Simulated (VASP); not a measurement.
A run of VASP 6.6.1 is set up as follows.

File POSCAR:

```
BiP
1.0
    3.9188589170      0.0000000000      0.0000000000
   -1.9594294585      3.3938313760      0.0000000000
    0.0000000000      0.0000000000      3.7488147774
Bi P
1 1
Direct
    0.0000000000      0.0000000000      0.0000000000
    0.6666666667      0.3333333333      0.5000000000
```

INCAR.step1

```
SYSTEM = BiP
PREC = Accurate
ENCUT = 520
ISMEAR = 0
SIGMA = 0.05
LREAL = .False.
LASPH = .True.
NELM = 80
NBANDS = 17
GGA = PE
ALGO = Normal
EDIFF = 1E-4
LWAVE = .True.
LCHARG = .False.
```

Contents of INCAR.step2:

```
SYSTEM = BiP
PREC = Accurate
ENCUT = 520
EDIFF = 1E-6
ISMEAR = 0
SIGMA = 0.05
LREAL = .False.
LASPH = .True.
NELM = 80
ALGO = Normal
ISIF = 2
LWAVE = .False.
LCHARG = .True.
METAGGA = R2SCAN
LMIXTAU = .True.
LELF = .True.
LVHAR = .True.
NBANDS = 17
ISTART = 1
```

File KPOINTS:

```
Automatic mesh
0
Gamma
  10 10 10
  0 0 0
```

Potentials or basis: VASP PAW PBE potentials, release 64 (Bi_d, P).

The run is started by

```console
$ cat potpaw_PBE.64/Bi_d/POTCAR potpaw_PBE.64/P/POTCAR > POTCAR
$ cp INCAR.step1 INCAR
$ mpirun -np 1 vasp_std > vasp.out
$ cp INCAR.step2 INCAR
$ mpirun -np 1 vasp_std > vasp.out
```

Problem. What does it give for the pressure?

Solution. 0.0 GPa.

Problem. Estimate the band gap on the k mesh.

Solution. Zero (bands 10 and 11 overlap by 2.85 eV).

Caveat: the PAW data sets were made with another functional, which shifts forces and pressure a little; spin-orbit coupling is left out, which moves the levels of the heavy elements.
